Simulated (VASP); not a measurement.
# HfB in VASP: a series of runs

HfB is run at these levels: PBE; tasks: single point, relaxation of cell and atoms.

All numbers are computed with VASP 6.6.1; they aren't measurements. Logs are shortened: lines on timing, memory, paths and dates and some standing lists are left out, and cuts for length are marked.

## (1) The cell of the first run

The typed cell holds 2 atoms: a = 3.416 Å, b = 3.416 Å, c = 3.416 Å, α = 60.11°, β = 60.11°, γ = 60.11°.

## (2) Single point, PBE

File INCAR:

```
SYSTEM = HfB
  PREC = Accurate
  ENCUT = 520
  EDIFF = 1E-6
  ISMEAR = 0
  SIGMA = 0.1
  LREAL = .False.
  LASPH = .True.
  NELM = 80
  ALGO = Normal
  ISIF = 2
  LWAVE = .False.
  LCHARG = .True.
  GGA = PE
  LELF = .True.
  LVHAR = .True.
  NBANDS = 14
```

File KPOINTS:

```
regular mesh
0
Gamma
  6 6 6
  0 0 0
```

File POSCAR:

```
HfB
1.0
    1.7109406232      0.9878120294      2.7869954895
   -1.7109406232      0.9878120294      2.7869954895
    0.0000000000     -1.9756240588      2.7869954895
Hf B
1 1
Direct
    0.4999943284      0.4999943284      0.4999943284
    0.0000056716      0.0000056716      0.0000056716
```

Potentials or basis: VASP PAW PBE potentials, release 64 (Hf_pv, B).

On the command line:

```console
$ cat potpaw_PBE.64/Hf_pv/POTCAR potpaw_PBE.64/B/POTCAR > POTCAR
$ mpirun -np 1 vasp_std > vasp.out
```

OUTCAR:

```text
SYSTEM = HfB
   PREC = Accurate
   ENCUT = 520
   EDIFF = 1E-6
   ISMEAR = 0
   LREAL = .False.
   LASPH = .True.
   NELM = 80
   ISIF = 2
   GGA = PE

 ion  position               nearest neighbor table
   1  0.500  0.500  0.500-   2 2.42   2 2.42   2 2.42   2 2.42   2 2.42   2 2.42
   2  0.000  0.000  0.000-   1 2.42   1 2.42   1 2.42   1 2.42   1 2.42   1 2.42

  LATTYP: Found a trigonal (rhomboedric) cell.
 ALAT       =     3.4162017329
 COS(alpha) =     0.4983360951

  Lattice vectors:

 A1 = (   1.7109406232,   0.9878120294,   2.7869954895)
 A2 = (  -1.7109406232,   0.9878120294,   2.7869954895)
 A3 = (   0.0000000000,  -1.9756240588,   2.7869954895)

Analysis of symmetry for initial positions (statically):
=====================================================================
 Subroutine PRICEL returns:
 Original cell was already a primitive cell.

 Routine SETGRP: Setting up the symmetry group for a
 trigonal (rhombohedral) supercell.

 Subroutine GETGRP returns: Found  6 space group operations
 (whereof  6 operations were pure point group operations)
 out of a pool of 12 trial point group operations.

The static configuration has the point symmetry C_3v.

Analysis of symmetry for dynamics (positions and initial velocities):
=====================================================================
 Subroutine PRICEL returns:
 Original cell was already a primitive cell.

 Routine SETGRP: Setting up the symmetry group for a
 trigonal (rhombohedral) supercell.

 Subroutine GETGRP returns: Found  6 space group operations
 (whereof  6 operations were pure point group operations)
 out of a pool of 12 trial point group operations.

The dynamic configuration has the point symmetry C_3v.

 Subroutine INISYM returns: Found  6 space group operations
 (whereof  6 operations are pure point group operations),
 and found     1 'primitive' translations

----------------------------------------------------------------------------------------

                                     Primitive cell

  volume of cell :      28.2616

  direct lattice vectors                    reciprocal lattice vectors
     1.710940623  0.987812029  2.786995490     0.292236909  0.168723058  0.119603112
    -1.710940623  0.987812029  2.786995490    -0.292236909  0.168723058  0.119603112
     0.000000000 -1.975624059  2.786995490     0.000000000 -0.337446117  0.119603112

  length of vectors
     3.416201733  3.416201733  3.416201733     0.358015064  0.358015064  0.358015064

  position of ions in fractional coordinates (direct lattice)
     0.499994328  0.499994328  0.499994328
     0.000005672  0.000005672  0.000005672

  ion indices of the primitive-cell ions
   primitive index   ion index
                 1           1
                 2           2

----------------------------------------------------------------------------------------

 KPOINTS: regular mesh

Automatic generation of k-mesh.
 Grid dimensions read from file:
 generate k-points for:    6    6    6

 Generating k-lattice:

  Cartesian coordinates                     Fractional coordinates (reciprocal lattice)
     0.048706152  0.028120510  0.019933852     0.166666667  0.000000000  0.000000000
    -0.048706152  0.028120510  0.019933852     0.000000000  0.166666667  0.000000000
     0.000000000 -0.056241019  0.019933852     0.000000000  0.000000000  0.166666667

  Length of vectors
     0.059669177  0.059669177  0.059669177

  Shift w.r.t. Gamma in fractional coordinates (k-lattice)
     0.000000000  0.000000000  0.000000000

 Subroutine IBZKPT returns following result:
 ===========================================

 Found     32 irreducible k-points:

 Following reciprocal coordinates:
            Coordinates               Weight
  0.000000  0.000000  0.000000      1.000000
  0.166667 -0.000000  0.000000      6.000000
  0.333333 -0.000000  0.000000      6.000000
  0.500000  0.000000 -0.000000      3.000000
  0.166667  0.166667  0.000000      6.000000
  0.333333  0.166667  0.000000     12.000000
[... 16 lines left out ...]
  0.500000  0.500000  0.166667      6.000000
 -0.333333  0.500000  0.166667     12.000000
 [... further k-points ...]
   k-points           NKPTS =     32   k-points in BZ     NKDIM =     32   number of bands    NBANDS=     14
   number of dos      NEDOS =    301   number of ions     NIONS =      2
   total plane-waves  NPLWV =  21952
   dimension x,y,z NGX =    28 NGY =   28 NGZ =   28
   dimension x,y,z NGXF=    56 NGYF=   56 NGZF=   56
   ions per type =               1   1
   NGX,Y,Z   is equivalent  to a cutoff of  13.63, 13.63, 13.63 a.u.
   NGXF,Y,Z  is equivalent  to a cutoff of  27.25, 27.25, 27.25 a.u.
 SYSTEM =  HfB
   PREC   = accura    normal or accurate (medium, high low for compatibility)
   ISTART =      0    job   : 0-new  1-cont  2-samecut
   ICHARG =      2    charge: 1-file 2-atom 10-const
   ISPIN  =      1    spin polarized calculation?
   LNONCOLLINEAR =      F non collinear calculations
   LSORBIT =      F    spin-orbit coupling
   LASPH  =      T    aspherical Exc in radial PAW
   ENCUT  =  520.0 eV  38.22 Ry    6.18 a.u.   6.35  6.35  6.35*2*pi/ulx,y,z
   NELM   =     80;   NELMIN=  2; NELMDL= -5     # of ELM steps
   EDIFF  = 0.1E-05   stopping-criterion for ELM
   LREAL  =      F    real-space projection
   EDIFFG = 0.1E-04   stopping-criterion for IOM
   NSW    =      0    number of steps for IOM
   IBRION =     -1    ionic relax: 0-MD 1-quasi-New 2-CG
   NFREE  =      0    steps in history (QN), initial steepest desc. (CG)
   ISIF   =      2    stress and relaxation
   ISYM   =      2    0-nonsym 1-usesym 2-fastsym
   POTIM  = 0.5000    time-step for ionic-motion
   TEBEG  =    0.0;   TEEND  =   0.0 temperature during run
   PSTRESS=    0.0 pullay stress
   NELECT =      13.0000    total number of electrons
   NUPDOWN=      -1.0000    fix difference up-down
   EMIN   =  10.00;   EMAX   =-10.00  energy-range for DOS
   EFERMI =   0.00;   METHOD = LEGACY
   ISMEAR =     0;   SIGMA  =   0.10  broadening in eV -4-tet -1-fermi 0-gaus
   EFERMI_NEDOS =   21; number of points for ismear=-14 and -15
   IALGO  =     38    algorithm
   IMIX   =      4    mixing-type and parameters
     AMIX     =   0.40;   BMIX     =  1.00
     AMIX_MAG =   1.60;   BMIX_MAG =  1.00
  volume/ion in A,a.u.               =      14.13        95.36
  Fermi-wavevector in a.u.,A,eV,Ry     =   1.263738  2.388118 21.728961  1.597034
  Thomas-Fermi vector in A             =   2.397079
   LORBIT       =      0    0 simple, 1 ext, 2 COOP (PROOUT), +10 PAW based schemes
   GGA     = PE    functional components
   LHFCALC =     F    Hartree Fock is set to
   AEXX    =    0.0000 exact exchange contribution
   IVDW    =     0    specifies the selected vdW correction
   LEPSILON=     F    determine dielectric tensor
   LRPA    =     F    only Hartree local field effects (RPA)
 non-spin polarized calculation
 Gauss-broadening in eV      SIGMA  =   0.10
  energy-cutoff  :      520.00
  volume of cell :       28.26
 maximum number of plane-waves:       772
 NGX is ok and might be reduce to    28
   NGX = 13   NGY = 13   NGZ = 13

 number of electron      13.0000001 magnetization

 Free energy of the ion-electron system (eV)
  ---------------------------------------------------
  ext. energy  EPLUGINS =         0.00000000
  ---------------------------------------------------
  free energy    TOTEN  =       -17.48564364 eV

  energy without entropy =      -17.47562477  energy(sigma->0) =      -17.48063420

 E-fermi :   4.0964     XC(G=0): -11.6654

 val. band max:        4.0960131083   @ k =  -0.1667   0.1667   0.0000
 cond. band min:       4.5342207048   @ k =   0.1667  -0.0000   0.0000
 fundamental gap:      0.4382075964
 Fermi energy:         4.0964129570

 k-point     1 :       0.0000    0.0000    0.0000
  band No.  band energies     occupation
      1     -24.7488      2.00000
      2     -24.7488      2.00000
      3     -24.7458      2.00000
      4      -4.8361      2.00000
      5       6.3171      0.00000
      6       6.3171      0.00000
      7       6.3501      0.00000
      8       7.8473      0.00000
      9       7.8473      0.00000
     10       7.8667      0.00000
     11       7.9894      0.00000
     12       7.9894      0.00000
     13      15.2768      0.00000
     14      15.4338      0.00000

 k-point     2 :       0.1667   -0.0000    0.0000
  band No.  band energies     occupation
      1     -24.8614      2.00000
      2     -24.7611      2.00000
      3     -24.7586      2.00000
      4      -4.1776      2.00000
      5       4.5342      0.00000
      6       5.1868      0.00000
      7       5.2090      0.00000
      8       7.1930      0.00000
      9       7.2133      0.00000
     10       8.5136      0.00000
     11      11.1198      0.00000
     12      11.1243      0.00000
     13      16.0784      0.00000
     14      16.9612      0.00000

 k-point     3 :       0.3333   -0.0000    0.0000
  band No.  band energies     occupation
      1     -25.0792      2.00000
      2     -24.7853      2.00000
      3     -24.7835      2.00000
      4      -2.4641      2.00000
      5       2.0653      2.00000
      6       3.6601      2.00000
      7       3.6831      2.00000
      8       8.7253      0.00000
      9       8.7521      0.00000
     10       9.3118      0.00000
     11      14.5999      0.00000
     12      14.6023      0.00000
     13      14.7813      0.00000
     14      18.6018      0.00000
[... 324 lines left out ...]
 k-point    23 :       0.5000    0.5000    0.1667
  band No.  band energies     occupation
      1     -25.1061      2.00000
      2     -24.9298      2.00000
      3     -24.8798      2.00000
      4      -1.7524      2.00000
      5       2.3656      2.00000
      6       3.2439      2.00000
      7       5.0347      0.00000
      8       6.5094      0.00000
      9      10.5644      0.00000
     10      10.9859      0.00000
     11      11.5276      0.00000
     12      13.6167      0.00000
     13      15.8429      0.00000
     14      18.2392      0.00000

 k-point    24 :      -0.3333    0.5000    0.1667
  band No.  band energies     occupation
      1     -25.0867      2.00000
      2     -24.9660      2.00000
      3     -24.9069      2.00000
      4      -1.4941      2.00000
      5       2.9285      2.00000
      6       3.0642      2.00000
      7       3.7061      2.00000
      8       7.8174      0.00000
      9      10.2759      0.00000
     10      10.8550      0.00000
     11      11.0555      0.00000
     12      13.3741      0.00000
     13      17.2342      0.00000
     14      18.4584      0.00000

 [... further k-points ...]

------------------------ aborting loop because EDIFF is reached ----------------------------------------

  FORCE on cell =-STRESS in cart. coord.  units (eV):
  Direction    XX          YY          ZZ          XY          YZ          ZX
  --------------------------------------------------------------------------------------
  -------------------------------------------------------------------------------------
  Total        0.0105433      0.0105433      0.0348765      0.0000000      0.0000000     -0.0000000
  in kB        0.5977098      0.5977098      1.9771822      0.0000000      0.0000000     -0.0000000
  external PRESSURE =       1.0575340 kB  Pullay stress =       0.0000000 kB

 VOLUME and BASIS-vectors are now :
 -----------------------------------------------------------------------------
  energy-cutoff  :      520.00
  volume of cell :       28.26
      direct lattice vectors                 reciprocal lattice vectors
     1.710940623  0.987812029  2.786995490     0.292236909  0.168723058  0.119603112
    -1.710940623  0.987812029  2.786995490    -0.292236909  0.168723058  0.119603112
     0.000000000 -1.975624059  2.786995490     0.000000000 -0.337446117  0.119603112

 POSITION                                       TOTAL-FORCE (eV/Angst)
 -----------------------------------------------------------------------------------
      0.00000      0.00000      4.18045         0.000000      0.000000      0.000783
      0.00000      0.00000      0.00005         0.000000      0.000000     -0.000783
 -----------------------------------------------------------------------------------
    total drift:                               -0.000000     -0.000000      0.000000

  FREE ENERGIE OF THE ION-ELECTRON SYSTEM (eV)
  ---------------------------------------------------
  free  energy   TOTEN  =       -17.4856436371 eV

  energy  without entropy=      -17.4756247677  energy(sigma->0) =      -17.48063420
```

Wall time 7.5 s (1 thread of AMD EPYC 9R45 (Zen 5), shared host); peak memory 0.13 GiB.

Results:

```
Free energy            : -17.4856 eV
Pressure               : 0.1 GPa
Band gap on the k mesh : zero (an odd number of electrons rules out a gap without spin polarisation)
```

Stress tensor (GPa, compression positive):
```
0.06 0.00 0.00
0.00 0.06 0.00
0.00 0.00 0.20
```

Caveat: the k points lie up to 0.37 Å⁻¹ apart, too coarse for converged energies and pressures of a metal; spin-orbit coupling is left out, which moves the levels of the heavy elements; an odd number of electrons without spin polarisation forces a metal; a magnetic or distorted state may lie lower.

## (3) Single point, PBE

File INCAR:

```
  ALGO = Normal
  EDIFF = 1E-6
  ENCUT = 520
  GGA = PE
  ISIF = 2
  ISMEAR = 0
  LASPH = T
  LCHARG = F
  LREAL = F
  LWAVE = F
  NBANDS = 14
  NELM = 80
  PREC = Accurate
  SIGMA = 0.1
```

File KPOINTS:

```
k-points
0
Gamma
  20 20 20
```

File POSCAR:

```
HfB
1.0
    0.0000000000      2.4170410046      2.4170410046
    2.4170410046      0.0000000000      2.4170410046
    2.4170410046      2.4170410046      0.0000000000
Hf B
1 1
Direct
    0.5000000000      0.5000000000      0.5000000000
    0.0000000000      0.0000000000      0.0000000000
```

Potentials or basis: VASP PAW PBE potentials, release 64 (Hf_pv, B).

On the command line:

```console
$ cat potpaw_PBE.64/Hf_pv/POTCAR potpaw_PBE.64/B/POTCAR > POTCAR
$ mpirun -np 1 vasp_std > vasp.out
```

It took 41 s on 1 thread of AMD EPYC 9R45 (Zen 5), shared host; peak memory 0.21 GiB.

It converged, with:

```yaml
Free_energy: -17.4645 eV
Pressure: 0.0 GPa
Band_gap_on_the_k_mesh: zero (an odd number of electrons rules out a gap without spin polarisation)
```

Levels at points of the mesh, in eV from the Fermi level:
```tsv
k point	band 5	band 6	band 7	band 8	band 9	band 10
(0.00, 0.00, 0.00)	2.04	2.04	2.04	3.57	3.57	3.57
(0.50, 0.00, 0.00)	-4.49	-1.15	-1.15	5.65	5.65	6.47
(0.50, 0.50, 0.00)	-1.25	-0.78	1.93	1.93	5.38	6.77
```

Caveat: spin-orbit coupling is left out, which moves the levels of the heavy elements; an odd number of electrons without spin polarisation forces a metal; a magnetic or distorted state may lie lower.

## (4) Relaxation of cell and atoms, PBE

File INCAR:

```
PREC = Accurate
ENCUT = 600
EDIFF = 1E-7
ISMEAR = 0
SIGMA = 0.1
LREAL = False
LASPH = True
NELM = 80
ALGO = Normal
ISIF = 3
LWAVE = False
LCHARG = False
GGA = PE
IBRION = 2
NSW = 100
EDIFFG = -0.01
```

File KPOINTS:

```
Automatic mesh
0
Gamma
  20 20 20
```

File POSCAR:

```
HfB
1.0
    0.0000000000      2.4176282564      2.4176282564
    2.4176282564      0.0000000000      2.4176282564
    2.4176282564      2.4176282564      0.0000000000
Hf B
1 1
Direct
    0.5000000000      0.5000000000      0.5000000000
    0.0000000000      0.0000000000      0.0000000000
```

On the command line:

```console
$ cat potpaw_PBE.64/Hf_pv/POTCAR potpaw_PBE.64/B/POTCAR > POTCAR
$ mpirun -np 1 vasp_std > vasp.out
```

It took 36 s on 1 thread of AMD EPYC 9R45 (Zen 5), shared host; peak memory 0.21 GiB.

It converged, with:

- Free energy: -17.4656 eV
- Pressure after relaxing: 0.0 GPa
- Band gap on the k mesh: zero (an odd number of electrons rules out a gap without spin polarisation)

Final structure:
```
Hf B
1.0
     0.00000    2.41763    2.41763
     2.41763    0.00000    2.41763
     2.41763    2.41763    0.00000
Hf B
1 1
Cartesian
  2.4176 2.4176 2.4176
  0.0000 0.0000 0.0000
```

Levels at points of the mesh, in eV from the Fermi level:
```tsv
k point	band 3	band 4	band 5	band 6	band 7	band 8	band 9	band 10
(0.00, 0.00, 0.00)	-29.03	-9.12	2.04	2.04	2.04	3.56	3.56	3.56
(0.50, 0.00, 0.00)	-29.08	-4.61	-4.49	-1.15	-1.15	5.64	5.64	6.46
(0.50, 0.50, 0.00)	-29.19	-6.37	-1.25	-0.78	1.93	1.93	5.38	6.76
```

Caveat: the relaxation stopped at its first step, so nothing moved; spin-orbit coupling is left out, which moves the levels of the heavy elements; an odd number of electrons without spin polarisation forces a metal; a magnetic or distorted state may lie lower.

## (5) The runs side by side

```tsv
task	cell	k mesh	cutoff (eV)	gap on the mesh (eV)	pressure (GPa)
single point	a = 3.416 Å, angles 60.1°, 2 atoms	6 × 6 × 6	520	none	0.1
single point	a = 3.418 Å, angles 60.0°, 2 atoms	20 × 20 × 20	520	none	0.0
relaxation of cell and atoms	relaxed from a = 3.419 Å, angles 60.0°, 2 atoms	20 × 20 × 20	600	none	0.0
```

Alike in all rows: level PBE; potentials or basis VASP PAW PBE potentials, release 64 (Hf_pv, B); no spin polarisation; smearing gaussian 0.1 eV.

Caveats: some runs use coarse meshes; spin-orbit coupling is left out, which moves the levels of the heavy elements; an odd number of electrons without spin polarisation forces a metal; a magnetic or distorted state may lie lower; the relaxation stopped at its first step, so nothing moved (at least some runs).

Absolute energies hang on the potentials; compare differences alone.

The gap in the log of VASP goes by the Fermi energy; the results here count the filled bands.